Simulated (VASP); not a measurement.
# WC (Cm) in VASP: notebook, part 2 of 3

VASP 6.6.1.

**3. Single point, PBEsol (atom 1 (W) moved by (+0.450, -0.450) A along y and z)**

Input file INCAR:

```
SYSTEM = WC
PREC = Accurate
ENCUT = 520
EDIFF = 1E-6
ISMEAR = 0
SIGMA = 0.15
LREAL = .False.
LASPH = .True.
NELM = 80
ALGO = Normal
ISIF = 2
LWAVE = .False.
LCHARG = .False.
GGA = PS
NBANDS = 16
```

Input file KPOINTS:

```
regular mesh
0
Gamma
  18 18 16
  0 0 0
```

Input file POSCAR:

```
WC
1.0
    2.9005014360      0.0000000000      0.0000000000
   -1.4502507180      2.5119079273      0.0000000000
    0.0000000000      0.0000000000      2.8290000000
W C
1 1
Direct
    0.0895733468      0.1791466937     -0.1590668081
    0.6666666667      0.3333333333      0.5000000000
```

Potentials or basis: VASP PAW PBE potentials, release 64 (W_sv, C).

The run is started by

```sh
$ cat potpaw_PBE.64/W_sv/POTCAR potpaw_PBE.64/C/POTCAR > POTCAR
$ mpirun -np 1 vasp_std > vasp.out
```

OUTCAR:

```text
SYSTEM = WC
   PREC = Accurate
   ENCUT = 520
   EDIFF = 1E-6
   ISMEAR = 0
   LREAL = .False.
   LASPH = .True.
   NELM = 80
   ISIF = 2
   GGA = PS

 ion  position               nearest neighbor table
   1  0.090  0.179  0.841-   2 1.78   2 1.78   2 2.33   2 2.39   2 2.39
   2  0.667  0.333  0.500-   1 1.78   1 1.78   1 2.33   1 2.39   1 2.39

  LATTYP: Found a hexagonal cell.
 ALAT       =     2.9005014360
 C/A-ratio  =     0.9753485949

  Lattice vectors:

 A1 = (   2.9005014360,   0.0000000000,   0.0000000000)
 A2 = (  -1.4502507180,   2.5119079273,   0.0000000000)
 A3 = (   0.0000000000,   0.0000000000,   2.8290000000)

Analysis of symmetry for initial positions (statically):
=====================================================================
 Subroutine PRICEL returns:
 Original cell was already a primitive cell.

 Routine SETGRP: Setting up the symmetry group for a
 hexagonal supercell.

 Subroutine GETGRP returns: Found  2 space group operations
 (whereof  2 operations were pure point group operations)
 out of a pool of 24 trial point group operations.

The static configuration has the point symmetry C_1h.

Analysis of symmetry for dynamics (positions and initial velocities):
=====================================================================
 Subroutine PRICEL returns:
 Original cell was already a primitive cell.

 Routine SETGRP: Setting up the symmetry group for a
 hexagonal supercell.

 Subroutine GETGRP returns: Found  2 space group operations
 (whereof  2 operations were pure point group operations)
 out of a pool of 24 trial point group operations.

The dynamic configuration has the point symmetry C_1h.

 Subroutine INISYM returns: Found  2 space group operations
 (whereof  2 operations are pure point group operations),
 and found     1 'primitive' translations

----------------------------------------------------------------------------------------

                                     Primitive cell

  volume of cell :      20.6115

  direct lattice vectors                    reciprocal lattice vectors
     2.900501436  0.000000000  0.000000000     0.344767973  0.199051882  0.000000000
    -1.450250718  2.511907927  0.000000000     0.000000000  0.398103764  0.000000000
     0.000000000  0.000000000  2.829000000     0.000000000  0.000000000  0.353481796

  length of vectors
     2.900501436  2.900501436  2.829000000     0.398103764  0.398103764  0.353481796

  position of ions in fractional coordinates (direct lattice)
     0.089573347  0.179146694  0.840933192
     0.666666667  0.333333333  0.500000000

  ion indices of the primitive-cell ions
   primitive index   ion index
                 1           1
                 2           2

----------------------------------------------------------------------------------------

 KPOINTS: regular mesh

Automatic generation of k-mesh.
 Grid dimensions read from file:
 generate k-points for:   18   18   16

 Generating k-lattice:

  Cartesian coordinates                     Fractional coordinates (reciprocal lattice)
     0.019153776  0.011058438  0.000000000     0.055555556  0.000000000  0.000000000
     0.000000000  0.022116876  0.000000000     0.000000000  0.055555556  0.000000000
     0.000000000  0.000000000  0.022092612     0.000000000  0.000000000  0.062500000

  Length of vectors
     0.022116876  0.022116876  0.022092612

  Shift w.r.t. Gamma in fractional coordinates (k-lattice)
     0.000000000  0.000000000  0.000000000

 Subroutine IBZKPT returns following result:
 ===========================================

 Found   1379 irreducible k-points:

 Following reciprocal coordinates:
            Coordinates               Weight
  0.000000  0.000000  0.000000      1.000000
  0.055556  0.000000  0.000000      4.000000
  0.000000  0.055556  0.000000      2.000000
  0.111111  0.000000  0.000000      4.000000
  0.000000  0.111111  0.000000      2.000000
  0.166667  0.000000  0.000000      4.000000
[... 16 lines left out ...]
 -0.055556  0.166667  0.000000      4.000000
 -0.166667  0.111111  0.000000      4.000000
 [... further k-points ...]
   k-points           NKPTS =   1379   k-points in BZ     NKDIM =   1379   number of bands    NBANDS=     16
   number of dos      NEDOS =    301   number of ions     NIONS =      2
   total plane-waves  NPLWV =  13824
   dimension x,y,z NGX =    24 NGY =   24 NGZ =   24
   dimension x,y,z NGXF=    48 NGYF=   48 NGZF=   48
   ions per type =               1   1
   NGX,Y,Z   is equivalent  to a cutoff of  13.76, 13.76, 14.10 a.u.
   NGXF,Y,Z  is equivalent  to a cutoff of  27.51, 27.51, 28.21 a.u.
 SYSTEM =  WC
   PREC   = accura    normal or accurate (medium, high low for compatibility)
   ISTART =      0    job   : 0-new  1-cont  2-samecut
   ICHARG =      2    charge: 1-file 2-atom 10-const
   ISPIN  =      1    spin polarized calculation?
   LNONCOLLINEAR =      F non collinear calculations
   LSORBIT =      F    spin-orbit coupling
   LASPH  =      T    aspherical Exc in radial PAW
   ENCUT  =  520.0 eV  38.22 Ry    6.18 a.u.   5.39  5.39  5.26*2*pi/ulx,y,z
   NELM   =     80;   NELMIN=  2; NELMDL= -5     # of ELM steps
   EDIFF  = 0.1E-05   stopping-criterion for ELM
   LREAL  =      F    real-space projection
   EDIFFG = 0.1E-04   stopping-criterion for IOM
   NSW    =      0    number of steps for IOM
   IBRION =     -1    ionic relax: 0-MD 1-quasi-New 2-CG
   NFREE  =      0    steps in history (QN), initial steepest desc. (CG)
   ISIF   =      2    stress and relaxation
   ISYM   =      2    0-nonsym 1-usesym 2-fastsym
   POTIM  = 0.5000    time-step for ionic-motion
   TEBEG  =    0.0;   TEEND  =   0.0 temperature during run
   PSTRESS=    0.0 pullay stress
   NELECT =      18.0000    total number of electrons
   NUPDOWN=      -1.0000    fix difference up-down
   EMIN   =  10.00;   EMAX   =-10.00  energy-range for DOS
   EFERMI =   0.00;   METHOD = LEGACY
   ISMEAR =     0;   SIGMA  =   0.15  broadening in eV -4-tet -1-fermi 0-gaus
   EFERMI_NEDOS =   21; number of points for ismear=-14 and -15
   IALGO  =     38    algorithm
   IMIX   =      4    mixing-type and parameters
     AMIX     =   0.40;   BMIX     =  1.00
     AMIX_MAG =   1.60;   BMIX_MAG =  1.00
  volume/ion in A,a.u.               =      10.31        69.55
  Fermi-wavevector in a.u.,A,eV,Ry     =   1.564813  2.957068 33.315762  2.448639
  Thomas-Fermi vector in A             =   2.667381
   LORBIT       =      0    0 simple, 1 ext, 2 COOP (PROOUT), +10 PAW based schemes
   GGA     = PS    functional components
   LHFCALC =     F    Hartree Fock is set to
   AEXX    =    0.0000 exact exchange contribution
   IVDW    =     0    specifies the selected vdW correction
   LEPSILON=     F    determine dielectric tensor
   LRPA    =     F    only Hartree local field effects (RPA)
 non-spin polarized calculation
 Gauss-broadening in eV      SIGMA  =   0.15
  energy-cutoff  :      520.00
  volume of cell :       20.61
 maximum number of plane-waves:       580
 NGX is ok and might be reduce to    24
   NGX = 11   NGY = 11   NGZ = 11

 number of electron      18.0000001 magnetization

 Free energy of the ion-electron system (eV)
  ---------------------------------------------------
  ext. energy  EPLUGINS =         0.00000000
  ---------------------------------------------------
  free energy    TOTEN  =       -20.66183337 eV

  energy without entropy =      -20.65506156  energy(sigma->0) =      -20.65844746

 E-fermi :  11.4127     XC(G=0): -13.8094

 val. band max:       11.4117894859   @ k =   0.0000   0.1667   0.3125
 cond. band min:      11.4128946653   @ k =  -0.2222   0.1667   0.4375
 fundamental gap:      0.0011051793
 Fermi energy:        11.4126984270

 k-point     1 :       0.0000    0.0000    0.0000
  band No.  band energies     occupation
      1     -62.5088      2.00000
      2     -26.8060      2.00000
      3     -26.6843      2.00000
      4     -26.4076      2.00000
      5      -3.4223      2.00000
      6       4.7606      2.00000
[... 8 lines left out ...]
     15      25.1107      0.00000
     16      27.2930      0.00000
[... 419 lines left out ...]
 k-point    24 :      -0.1667    0.1111    0.0000
  band No.  band energies     occupation
      1     -62.4954      2.00000
      2     -27.0175      2.00000
      3     -26.6688      2.00000
      4     -26.4428      2.00000
      5      -2.7053      2.00000
      6       4.9312      2.00000
[... 8 lines left out ...]
     15      25.2662      0.00000
     16      26.3362      0.00000

 [... further k-points ...]

------------------------ aborting loop because EDIFF is reached ----------------------------------------

  FORCE on cell =-STRESS in cart. coord.  units (eV):
  Direction    XX          YY          ZZ          XY          YZ          ZX
  --------------------------------------------------------------------------------------
  -------------------------------------------------------------------------------------
  Total       16.8816230      1.8713896      9.6531257      0.0000000     -3.9102290      0.0000000
  in kB     1312.2453174    145.4671912    750.3584832      0.0000000   -303.9506159      0.0000000
  external PRESSURE =     736.0236639 kB  Pullay stress =       0.0000000 kB

 VOLUME and BASIS-vectors are now :
 -----------------------------------------------------------------------------
  energy-cutoff  :      520.00
  volume of cell :       20.61
      direct lattice vectors                 reciprocal lattice vectors
     2.900501436  0.000000000  0.000000000     0.344767973  0.199051882  0.000000000
    -1.450250718  2.511907927  0.000000000     0.000000000  0.398103764  0.000000000
     0.000000000  0.000000000  2.829000000     0.000000000  0.000000000  0.353481796

 POSITION                                       TOTAL-FORCE (eV/Angst)
 -----------------------------------------------------------------------------------
     -0.00000      0.45000      2.37900         0.000000     -4.880061      9.218659
      1.45025      0.83730      1.41450         0.000000      4.880061     -9.218659
 -----------------------------------------------------------------------------------
    total drift:                               -0.000000      0.000010     -0.000499

  FREE ENERGIE OF THE ION-ELECTRON SYSTEM (eV)
  ---------------------------------------------------
  free  energy   TOTEN  =       -20.6618333667 eV

  energy  without entropy=      -20.6550615562  energy(sigma->0) =      -20.65844746
```

stdout:

```text
POSCAR found type information on POSCAR W C
 POSCAR found :  2 types and       2 ions
 scaLAPACK will be used
 -----------------------------------------------------------------------------
|                                                                             |
|                                                                             |
|     You enforced a specific xc type in the INCAR file but a different       |
|     I HOPE YOU KNOW WHAT YOU ARE DOING!                                     |
|                                                                             |
 -----------------------------------------------------------------------------

 LDA part: xc-table for (Slater+PW92), standard interpolation
 POSCAR, INCAR and KPOINTS ok, starting setup
 FFT: planning ... GRIDC
 FFT: planning ... GRID_SOFT
 FFT: planning ... GRID
 WAVECAR not read
 entering main loop
```

Wall time 6.2 min (1 thread of Intel Xeon 8259CL, shared host); peak memory 0.53 GiB.

What came out:

| Property | Result |
| --- | --- |
| Free energy | -20.6618 eV |
| Pressure | 73.6 GPa |
| Largest force | 10.431 eV/Å |
| Band gap on the k mesh | zero (bands 9 and 10 overlap by 1.54 eV) |

Forces in eV/Å, atoms in the order of the input:
```
W    0.000 -4.880  9.219
C    0.000  4.880 -9.219
```

Caveat: the cell differs from its parent crystal (atom 1 (W) moved by (+0.450, -0.450) A along y and z); the stress differs along the axes, from 15 to 131 GPa; the PAW data sets were made with another functional, which shifts forces and pressure a little; spin-orbit coupling is left out, which moves the levels of the heavy elements.

**4. Single point, PBEsol (atom 1 (W) moved by (-0.450, -0.225) A along y and z)**

Input file INCAR:

```
SYSTEM = WC
PREC = Accurate ; ENCUT = 520
EDIFF = 1E-7 ; ISMEAR = 0
SIGMA = 0.15 ; LREAL = .FALSE.
LASPH = .TRUE. ; NELM = 80
ALGO = Normal ; ISIF = 2
LWAVE = .FALSE. ; LCHARG = .FALSE.
GGA = PS ; NBANDS = 16
```

Input file KPOINTS:

```
regular mesh
0
G
  18 18 16
  0 0 0
```

POSCAR: that of step 3 with these lines changed.

```diff
@@ -8,3 +8,3 @@
 Direct
-    0.0895733468      0.1791466937     -0.1590668081
+   -0.0895733468     -0.1791466937     -0.0795334040
     0.6666666667      0.3333333333      0.5000000000
```

Potentials or basis: VASP PAW PBE potentials, release 64 (W_sv, C).

The run is started by

```sh
$ cat potpaw_PBE.64/W_sv/POTCAR potpaw_PBE.64/C/POTCAR > POTCAR
$ mpirun -np 1 vasp_std > vasp.out
```

OUTCAR:

```text
SYSTEM = WC
   PREC = Accurate
   ENCUT = 520
   EDIFF = 1E-7
   ISMEAR = 0
   LREAL = .FALSE.
   LASPH = .TRUE.
   NELM = 80
   ISIF = 2
   GGA = PS

 ion  position               nearest neighbor table
   1  0.910  0.821  0.920-   2 1.71   2 2.05   2 2.27   2 2.27   2 2.54   2 2.54
   2  0.667  0.333  0.500-   1 1.71   1 2.05   1 2.27   1 2.27   1 2.54   1 2.54

  LATTYP: Found a hexagonal cell.
 ALAT       =     2.9005014360
 C/A-ratio  =     0.9753485949

  Lattice vectors:

[... 645 lines left out ...]

  FORCE on cell =-STRESS in cart. coord.  units (eV):
  Direction    XX          YY          ZZ          XY          YZ          ZX
  --------------------------------------------------------------------------------------
  -------------------------------------------------------------------------------------
  Total        0.3053185      9.7315545     11.2542316      0.0000000      8.0963345      0.0000000
  in kB       23.7330737    756.4549184    874.8159309      0.0000000    629.3457076      0.0000000
  external PRESSURE =     551.6679743 kB  Pullay stress =       0.0000000 kB

 VOLUME and BASIS-vectors are now :
 -----------------------------------------------------------------------------
  energy-cutoff  :      520.00
  volume of cell :       20.61
      direct lattice vectors                 reciprocal lattice vectors
     2.900501436  0.000000000  0.000000000     0.344767973  0.199051882  0.000000000
    -1.450250718  2.511907927  0.000000000     0.000000000  0.398103764  0.000000000
     0.000000000  0.000000000  2.829000000     0.000000000  0.000000000  0.353481796

 POSITION                                       TOTAL-FORCE (eV/Angst)
 -----------------------------------------------------------------------------------
      1.45025      2.06191      2.60400         0.000000     10.080947      7.137295
      1.45025      0.83730      1.41450        -0.000000    -10.080947     -7.137295
 -----------------------------------------------------------------------------------
    total drift:                                0.000000      0.000066      0.000065

  FREE ENERGIE OF THE ION-ELECTRON SYSTEM (eV)
  ---------------------------------------------------
  free  energy   TOTEN  =       -21.3173958715 eV

  energy  without entropy=      -21.3105871119  energy(sigma->0) =      -21.31399149
```

OSZICAR:

```text
N       E                     dE             d eps       ncg     rms          rms(c)
DAV:   1     0.118394191294E+03    0.11839E+03   -0.96747E+03 44176   0.125E+03
DAV:   2    -0.210403535747E+02   -0.13943E+03   -0.13472E+03 52440   0.351E+02
DAV:   3    -0.243885490354E+02   -0.33482E+01   -0.33356E+01 49112   0.525E+01
DAV:   4    -0.244063712755E+02   -0.17822E-01   -0.17822E-01 55240   0.425E+00
DAV:   5    -0.244065220014E+02   -0.15073E-03   -0.15073E-03 49272   0.356E-01    0.407E+01
DAV:   6    -0.214499576368E+02    0.29566E+01   -0.63192E+00 52616   0.264E+01    0.121E+01
DAV:   7    -0.213521117113E+02    0.97846E-01   -0.54528E-01 45000   0.610E+00    0.820E+00
DAV:   8    -0.213185637074E+02    0.33548E-01   -0.55780E-02 52384   0.217E+00    0.293E-01
DAV:   9    -0.213175237097E+02    0.10400E-02   -0.42433E-03 47712   0.516E-01    0.154E-01
DAV:  10    -0.213173942887E+02    0.12942E-03   -0.43137E-04 53704   0.217E-01    0.235E-02
DAV:  11    -0.213173950593E+02   -0.77069E-06   -0.29310E-05 48248   0.537E-02    0.141E-02
DAV:  12    -0.213173959305E+02   -0.87118E-06   -0.18937E-06 53056   0.168E-02    0.312E-03
DAV:  13    -0.213173958715E+02    0.59055E-07   -0.11528E-07 31480   0.423E-03
   1 F= -.21317396E+02 E0= -.21313991E+02  d E =-.680876E-02
```

Wall time 7.4 min (1 thread of Intel Xeon 8259CL, shared host); peak memory 0.54 GiB.

What came out:

```yaml
Free_energy: -21.3174 eV
Pressure: 55.2 GPa
Largest_force: 12.352 eV/Å
Band_gap_on_the_k_mesh: zero (bands 9 and 10 overlap by 0.90 eV)
```

Forces on the atoms (eV/Å):
```
W     0.000  10.081   7.137
C     0.000 -10.081  -7.137
```

Stress tensor (GPa, compression positive):
```
 2.37  0.00  0.00
 0.00 75.65 62.93
 0.00 62.93 87.48
```

Levels at points of the mesh, in eV from the Fermi level:
```
           k point  band 6  band 7  band 8  band 9  band 10  band 11  band 12  band 13
(0.00, 0.00, 0.00)   -6.45   -4.47   -3.37   -0.63     2.03     3.09     5.07     7.04
(0.50, 0.00, 0.00)   -7.11   -6.20   -4.14    0.48     2.27     4.34     5.26     6.89
(0.00, 0.50, 0.00)   -8.91   -5.42   -4.23   -1.20     2.69     3.77     4.80     6.88
(0.00, 0.00, 0.50)   -8.76   -4.53   -2.27   -1.29     0.02     2.04     3.68     6.41
(0.50, 0.00, 0.50)   -7.39   -5.69   -4.04    0.42     3.21     4.45     5.05     7.39
(0.00, 0.50, 0.50)   -5.98   -4.45   -3.33   -1.06     4.11     4.80     6.06     7.74
```

Caveat: the cell differs from its parent crystal (atom 1 (W) moved by (-0.450, -0.225) A along y and z); the stress differs along the axes, from 2 to 87 GPa; the PAW data sets were made with another functional, which shifts forces and pressure a little; spin-orbit coupling is left out, which moves the levels of the heavy elements.

(Continued in part 3 of 3.)
